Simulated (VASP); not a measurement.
# NaF (Villiaumite) (I4/mmm) in VASP: a series of runs

NaF (Villiaumite) is run at these levels: PBEsol; tasks: single point.

All numbers are computed with VASP 6.6.1; they aren't measurements. Logs are shortened: lines on timing, memory, paths and dates and some standing lists are left out, and cuts for length are marked.

## 1. The cell of the first run

Symmetry: I4/mmm, No. 139, tetragonal system. The conventional cell has a = 3.290 Å, b = 3.290 Å, c = 4.616 Å, α = 90.00°, β = 90.00°, γ = 90.00°. Na (site symmetry 4/mmm) has 6 F at 2.31 to 2.33 Å within 3.1 Å. F (site symmetry 4/mmm) has 6 Na at 2.31 to 2.33 Å within 3.1 Å.

## 2. Single point, PBEsol (in-plane strain +0.005)

The input, INCAR:

```
ALGO     = Normal         # electronic algorithm
EDIFF    = 1E-6           # SCF threshold, eV
ENCUT    = 520            # plane-wave cutoff, eV
GGA      = PS             # functional
ISIF     = 2              # what is computed and relaxed
ISMEAR   = 0              # smearing method
LASPH    = True           # aspherical terms in the spheres
LCHARG   = False          # write CHGCAR
LREAL    = False          # projectors in reciprocal space
LWAVE    = False          # write WAVECAR
NBANDS   = 14             # bands
NELM     = 80             # most SCF steps
PREC     = Accurate       # precision mode
SIGMA    = 0.01           # smearing width, eV
```

The input, KPOINTS:

```
k-points
0
Gamma
  8 8 8
```

The input, POSCAR:

```
NaF
1.0
    2.3266716304      2.3266716304      0.0000000000
   -2.3266716304      2.3266716304      0.0000000000
    0.0000000000      2.3266716304      2.3081508612
Na F
1 1
Direct
    0.0000000000      0.0000000000      0.0000000000
    0.5000000000      0.5000000000      0.0000000000
```

Potentials or basis: VASP PAW PBE potentials, release 64 (Na_pv, F).

On the command line:

```console
cat potpaw_PBE.64/Na_pv/POTCAR potpaw_PBE.64/F/POTCAR > POTCAR
mpirun -np 1 vasp_std > vasp.out
```

OUTCAR:

```text
EDIFF = 1E-6
   ENCUT = 520
   GGA = PS
   ISIF = 2
   ISMEAR = 0
   LASPH = True
   LREAL = False
   NELM = 80
   PREC = Accurate

 ion  position               nearest neighbor table
   1  0.000  0.000  0.000-   2 2.31   2 2.31   2 2.33   2 2.33   2 2.33   2 2.33
   2  0.500  0.500  0.000-   1 2.31   1 2.31   1 2.33   1 2.33   1 2.33   1 2.33

  LATTYP: Found a body centered tetragonal cell.
 ALAT       =     3.2904105749
 C/A-ratio  =     1.4029561410

  Lattice vectors:

 A1 = (   2.3266716304,   0.0000000000,  -2.3081508612)
 A2 = (  -2.3266716304,   0.0000000000,  -2.3081508612)
 A3 = (   0.0000000000,   2.3266716304,   2.3081508612)

Analysis of symmetry for initial positions (statically):
=====================================================================
 Subroutine PRICEL returns:
 Original cell was already a primitive cell.

 Routine SETGRP: Setting up the symmetry group for a
 body centered tetragonal supercell.

 Subroutine GETGRP returns: Found 16 space group operations
 (whereof 16 operations were pure point group operations)
 out of a pool of 16 trial point group operations.

The static configuration has the point symmetry D_4h.

Analysis of symmetry for dynamics (positions and initial velocities):
=====================================================================
 Subroutine PRICEL returns:
 Original cell was already a primitive cell.

 Routine SETGRP: Setting up the symmetry group for a
 body centered tetragonal supercell.

 Subroutine GETGRP returns: Found 16 space group operations
 (whereof 16 operations were pure point group operations)
 out of a pool of 16 trial point group operations.

The dynamic configuration has the point symmetry D_4h.

 Subroutine INISYM returns: Found 16 space group operations
 (whereof 16 operations are pure point group operations),
 and found     1 'primitive' translations

----------------------------------------------------------------------------------------

                                     Primitive cell

  volume of cell :      24.9899

  direct lattice vectors                    reciprocal lattice vectors
     2.326671630  2.326671630  0.000000000     0.214899255  0.214899255 -0.216623622
    -2.326671630  2.326671630  0.000000000    -0.214899255  0.214899255 -0.216623622
     0.000000000  2.326671630  2.308150861     0.000000000  0.000000000  0.433247244

  length of vectors
     3.290410575  3.290410575  3.277340579     0.373214648  0.373214648  0.433247244

  position of ions in fractional coordinates (direct lattice)
     0.000000000  0.000000000  0.000000000
     0.500000000  0.500000000  0.000000000

  ion indices of the primitive-cell ions
   primitive index   ion index
                 1           1
                 2           2

----------------------------------------------------------------------------------------

 KPOINTS: k-points

Automatic generation of k-mesh.
 Grid dimensions read from file:
 generate k-points for:    8    8    8

 Generating k-lattice:

  Cartesian coordinates                     Fractional coordinates (reciprocal lattice)
     0.026862407  0.026862407 -0.027077953     0.125000000  0.000000000 -0.000000000
    -0.026862407  0.026862407 -0.027077953     0.000000000  0.125000000 -0.000000000
     0.000000000  0.000000000  0.054155906     0.000000000  0.000000000  0.125000000

  Length of vectors
     0.046651831  0.046651831  0.054155906

  Shift w.r.t. Gamma in fractional coordinates (k-lattice)
     0.000000000  0.000000000  0.000000000

 Subroutine IBZKPT returns following result:
 ===========================================

 Found     59 irreducible k-points:

 Following reciprocal coordinates:
            Coordinates               Weight
  0.000000  0.000000  0.000000      1.000000
  0.125000  0.000000 -0.000000      8.000000
  0.250000  0.000000 -0.000000      8.000000
  0.375000  0.000000 -0.000000      8.000000
  0.500000  0.000000 -0.000000      4.000000
  0.125000  0.125000 -0.000000      8.000000
[... 16 lines left out ...]
  0.250000  0.000000  0.125000      4.000000
  0.375000  0.000000  0.125000      8.000000
 [... further k-points ...]
   k-points           NKPTS =     59   k-points in BZ     NKDIM =     59   number of bands    NBANDS=     14
   number of dos      NEDOS =    301   number of ions     NIONS =      2
   total plane-waves  NPLWV =  13824
   dimension x,y,z NGX =    24 NGY =   24 NGZ =   24
   dimension x,y,z NGXF=    48 NGYF=   48 NGZF=   48
   ions per type =               1   1
   NGX,Y,Z   is equivalent  to a cutoff of  12.13, 12.13, 12.17 a.u.
   NGXF,Y,Z  is equivalent  to a cutoff of  24.25, 24.25, 24.35 a.u.
 SYSTEM =  unknown system
   PREC   = accura    normal or accurate (medium, high low for compatibility)
   ISTART =      0    job   : 0-new  1-cont  2-samecut
   ICHARG =      2    charge: 1-file 2-atom 10-const
   ISPIN  =      1    spin polarized calculation?
   LNONCOLLINEAR =      F non collinear calculations
   LSORBIT =      F    spin-orbit coupling
   LASPH  =      T    aspherical Exc in radial PAW
   ENCUT  =  520.0 eV  38.22 Ry    6.18 a.u.   6.12  6.12  6.09*2*pi/ulx,y,z
   NELM   =     80;   NELMIN=  2; NELMDL= -5     # of ELM steps
   EDIFF  = 0.1E-05   stopping-criterion for ELM
   LREAL  =      F    real-space projection
   EDIFFG = 0.1E-04   stopping-criterion for IOM
   NSW    =      0    number of steps for IOM
   IBRION =     -1    ionic relax: 0-MD 1-quasi-New 2-CG
   NFREE  =      0    steps in history (QN), initial steepest desc. (CG)
   ISIF   =      2    stress and relaxation
   ISYM   =      2    0-nonsym 1-usesym 2-fastsym
   POTIM  = 0.5000    time-step for ionic-motion
   TEBEG  =    0.0;   TEEND  =   0.0 temperature during run
   PSTRESS=    0.0 pullay stress
   NELECT =      14.0000    total number of electrons
   NUPDOWN=      -1.0000    fix difference up-down
   EMIN   =  10.00;   EMAX   =-10.00  energy-range for DOS
   EFERMI =   0.00;   METHOD = LEGACY
   ISMEAR =     0;   SIGMA  =   0.01  broadening in eV -4-tet -1-fermi 0-gaus
   EFERMI_NEDOS =   21; number of points for ismear=-14 and -15
   IALGO  =     38    algorithm
   IMIX   =      4    mixing-type and parameters
     AMIX     =   0.40;   BMIX     =  1.00
     AMIX_MAG =   1.60;   BMIX_MAG =  1.00
  volume/ion in A,a.u.               =      12.49        84.32
  Fermi-wavevector in a.u.,A,eV,Ry     =   1.349572  2.550321 24.780897  1.821345
  Thomas-Fermi vector in A             =   2.477148
   LORBIT       =      0    0 simple, 1 ext, 2 COOP (PROOUT), +10 PAW based schemes
   GGA     = PS    functional components
   LHFCALC =     F    Hartree Fock is set to
   AEXX    =    0.0000 exact exchange contribution
   IVDW    =     0    specifies the selected vdW correction
   LEPSILON=     F    determine dielectric tensor
   LRPA    =     F    only Hartree local field effects (RPA)
 non-spin polarized calculation
 Gauss-broadening in eV      SIGMA  =   0.01
  energy-cutoff  :      520.00
  volume of cell :       24.99
 maximum number of plane-waves:       692
   NGX = 13   NGY = 13   NGZ = 13

 number of electron      13.9999982 magnetization

 Free energy of the ion-electron system (eV)
  ---------------------------------------------------
  ext. energy  EPLUGINS =         0.00000000
  ---------------------------------------------------
  free energy    TOTEN  =        -8.76857188 eV

  energy without entropy =       -8.76857188  energy(sigma->0) =       -8.76857188

 E-fermi :  -2.1083     XC(G=0):  -9.3115

 val. band max:       -2.1951144462   @ k =   0.0000   0.0000   0.0000
 cond. band min:       3.9418936817   @ k =   0.0000   0.0000   0.0000
 fundamental gap:      6.1370081280
 Fermi energy:        -2.1082687692

 k-point     1 :       0.0000    0.0000    0.0000
  band No.  band energies     occupation
      1     -21.2442      2.00000
      2     -20.9790      2.00000
      3     -20.9790      2.00000
      4     -20.9765      2.00000
      5      -2.1957      2.00000
      6      -2.1951      2.00000
      7      -2.1951      2.00000
      8       3.9419      0.00000
      9      16.5974      0.00000
     10      16.5974      0.00000
     11      16.6551      0.00000
     12      19.2900      0.00000
     13      21.5567      0.00000
     14      21.7880      0.00000

 k-point     2 :       0.1250    0.0000   -0.0000
  band No.  band energies     occupation
      1     -21.4354      2.00000
      2     -20.9810      2.00000
      3     -20.9791      2.00000
      4     -20.7670      2.00000
      5      -2.4965      2.00000
      6      -2.2339      2.00000
      7      -2.2333      2.00000
      8       4.4908      0.00000
      9      14.8394      0.00000
     10      16.8302      0.00000
     11      16.8762      0.00000
     12      20.9864      0.00000
     13      21.1852      0.00000
     14      21.2336      0.00000

 k-point     3 :       0.2500    0.0000   -0.0000
  band No.  band energies     occupation
      1     -21.6594      2.00000
      2     -20.9858      2.00000
      3     -20.9831      2.00000
      4     -20.4925      2.00000
      5      -3.1060      2.00000
      6      -2.3263      2.00000
      7      -2.3233      2.00000
      8       5.8081      0.00000
      9      12.7443      0.00000
     10      17.3339      0.00000
     11      17.4122      0.00000
     12      20.3376      0.00000
     13      20.5011      0.00000
     14      21.9563      0.00000

 k-point     4 :       0.3750    0.0000   -0.0000
  band No.  band energies     occupation
      1     -21.8068      2.00000
      2     -20.9905      2.00000
      3     -20.9871      2.00000
      4     -20.2940      2.00000
      5      -3.6138      2.00000
      6      -2.4168      2.00000
      7      -2.4116      2.00000
      8       7.3632      0.00000
      9      11.0786      0.00000
     10      17.6299      0.00000
     11      17.7605      0.00000
     12      20.3229      0.00000
     13      20.4427      0.00000
     14      21.5452      0.00000

 k-point     5 :       0.5000    0.0000   -0.0000
  band No.  band energies     occupation
      1     -21.8576      2.00000
      2     -20.9924      2.00000
      3     -20.9887      2.00000
      4     -20.2216      2.00000
      5      -3.8044      2.00000
      6      -2.4539      2.00000
      7      -2.4477      2.00000
      8       8.3827      0.00000
      9      10.1014      0.00000
     10      17.6628      0.00000
     11      17.8136      0.00000
[... 276 lines left out ...]
 k-point    22 :       0.0000    0.0000    0.1250
  band No.  band energies     occupation
      1     -21.4587      2.00000
      2     -20.9870      2.00000
      3     -20.9870      2.00000
      4     -20.7265      2.00000
      5      -2.5482      2.00000
      6      -2.2623      2.00000
      7      -2.2623      2.00000
      8       4.6672      0.00000
      9      14.6473      0.00000
     10      16.7186      0.00000
     11      16.7186      0.00000
     12      19.9582      0.00000
     13      21.9671      0.00000
     14      22.1765      0.00000

 k-point    23 :       0.2500    0.0000    0.1250
  band No.  band energies     occupation
      1     -21.5589      2.00000
      2     -20.9930      2.00000
      3     -20.9802      2.00000
      4     -20.6097      2.00000
      5      -2.8278      2.00000
      6      -2.3398      2.00000
      7      -2.2787      2.00000
      8       5.2777      0.00000
      9      13.6164      0.00000
     10      16.5795      0.00000
     11      17.4579      0.00000
     12      19.7321      0.00000
     13      21.1489      0.00000
     14      22.7934      0.00000

 k-point    24 :       0.3750    0.0000    0.1250
  band No.  band energies     occupation
      1     -21.6964      2.00000
      2     -21.0055      2.00000
      3     -20.9850      2.00000
      4     -20.4208      2.00000
      5      -3.2937      2.00000
      6      -2.4838      2.00000
      7      -2.3694      2.00000
      8       6.6613      0.00000
      9      12.1113      0.00000
     10      16.2695      0.00000
     11      18.1804      0.00000
     12      19.2063      0.00000
     13      20.5620      0.00000
     14      23.2873      0.00000

 [... further k-points ...]

------------------------ aborting loop because EDIFF is reached ----------------------------------------

  FORCE on cell =-STRESS in cart. coord.  units (eV):
  Direction    XX          YY          ZZ          XY          YZ          ZX
  --------------------------------------------------------------------------------------
  -------------------------------------------------------------------------------------
  Total       -0.1033495     -0.1033495     -0.0031032      0.0000000      0.0000000     -0.0000000
  in kB       -6.6260485     -6.6260485     -0.1989558      0.0000000      0.0000000     -0.0000000
  external PRESSURE =      -4.4836842 kB  Pullay stress =       0.0000000 kB

 VOLUME and BASIS-vectors are now :
 -----------------------------------------------------------------------------
  energy-cutoff  :      520.00
  volume of cell :       24.99
      direct lattice vectors                 reciprocal lattice vectors
     2.326671630  2.326671630  0.000000000     0.214899255  0.214899255 -0.216623622
    -2.326671630  2.326671630  0.000000000    -0.214899255  0.214899255 -0.216623622
     0.000000000  2.326671630  2.308150861     0.000000000  0.000000000  0.433247244

 POSITION                                       TOTAL-FORCE (eV/Angst)
 -----------------------------------------------------------------------------------
      0.00000      0.00000      0.00000        -0.000000      0.000000      0.000000
      0.00000      2.32667      0.00000         0.000000     -0.000000      0.000000
 -----------------------------------------------------------------------------------
    total drift:                                0.000000     -0.000000     -0.000000

  FREE ENERGIE OF THE ION-ELECTRON SYSTEM (eV)
  ---------------------------------------------------
  free  energy   TOTEN  =        -8.7685718783 eV

  energy  without entropy=       -8.7685718783  energy(sigma->0) =       -8.76857188
```

Run time: 13 s. Hardware: 1 thread of Intel Xeon Platinum 8259CL at 2.50GHz (Skylake/Cascade Lake), shared host; peak memory 0.14 GiB.

What came out:

```
Free energy            : -8.7686 eV
Pressure               : -0.4 GPa
Band gap on the k mesh : 6.14 eV, direct
```

Stress tensor (GPa, compression positive):
```
-0.66  0.00  0.00
 0.00 -0.66  0.00
 0.00  0.00 -0.02
```

Levels at points of the mesh, in eV from the valence-band top:
```
           k point  band 4  band 5  band 6  band 7  band 8  band 9  band 10  band 11
(0.00, 0.00, 0.00)  -18.78    0.00    0.00    0.00    6.14   18.79    18.79    18.85
(0.50, 0.00, 0.00)  -18.03   -1.61   -0.26   -0.25   10.58   12.30    19.86    20.01
(0.50, 0.50, 0.00)  -18.80   -1.30   -0.41   -0.40   12.90   13.11    13.47    19.58
(0.00, 0.00, 0.50)  -18.79   -1.28   -0.42   -0.42   13.01   13.03    13.51    19.52
```

Caveat: the cell differs from its parent crystal (in-plane strain +0.005); the PAW data sets were made with another functional, which shifts forces and pressure a little.

## 3. Single point, PBEsol (film at in-plane strain +0.005)

The input, INCAR:

```
SYSTEM = NaF
ALGO     = Normal         ! electronic algorithm
EDIFF    = 1E-6           ! SCF threshold, eV
ENCUT    = 520            ! plane-wave cutoff, eV
GGA      = PS             ! functional
ISIF     = 2              ! what is computed and relaxed
ISMEAR   = 0              ! smearing method
LASPH    = .True.         ! aspherical terms in the spheres
LCHARG   = .False.        ! write CHGCAR
LREAL    = .False.        ! projectors in reciprocal space
LWAVE    = .False.        ! write WAVECAR
NBANDS   = 14             ! bands
NELM     = 100            ! most SCF steps
PREC     = Accurate       ! precision mode
SIGMA    = 0.01           ! smearing width, eV
```

The input, KPOINTS:

```
k-points
0
Gamma
  8 8 8
  0 0 0
```

POSCAR: that of step 2 with these lines changed.

```diff
@@ -4,3 +4,3 @@
    -2.3266716304      2.3266716304      0.0000000000
-    0.0000000000      2.3266716304      2.3081508612
+    0.0000000000      2.3266716304      2.3084230584
 Na F
```

Potentials or basis: VASP PAW PBE potentials, release 64 (Na_pv, F).

On the command line:

```console
cat potpaw_PBE.64/Na_pv/POTCAR potpaw_PBE.64/F/POTCAR > POTCAR
mpirun -np 1 vasp_std > vasp.out
```

It took 11 s on 1 thread of Intel Xeon Platinum 8259CL at 2.50GHz (Skylake/Cascade Lake), shared host; peak memory 0.14 GiB.

Results (log left out):

```yaml
Free_energy: -8.7686 eV
Pressure: -0.5 GPa
Band_gap_on_the_k_mesh: 6.14 eV, direct
```

Stress tensor (GPa, compression positive):
```
-0.67  0.00  0.00
 0.00 -0.67  0.00
 0.00  0.00 -0.03
```

Levels at points of the mesh, in eV from the valence-band top:
| k point | band 4 | band 5 | band 6 | band 7 | band 8 | band 9 | band 10 | band 11 |
| --- | --- | --- | --- | --- | --- | --- | --- | --- |
| (0.00, 0.00, 0.00) | -18.78 | 0.00 | 0.00 | 0.00 | 6.14 | 18.79 | 18.79 | 18.85 |
| (0.50, 0.00, 0.00) | -18.03 | -1.61 | -0.26 | -0.25 | 10.58 | 12.30 | 19.86 | 20.01 |
| (0.50, 0.50, 0.00) | -18.80 | -1.30 | -0.41 | -0.40 | 12.90 | 13.10 | 13.47 | 19.58 |
| (0.00, 0.00, 0.50) | -18.79 | -1.28 | -0.42 | -0.42 | 13.01 | 13.03 | 13.51 | 19.52 |

Caveat: the cell differs from its parent crystal (film at in-plane strain +0.005); the PAW data sets were made with another functional, which shifts forces and pressure a little.
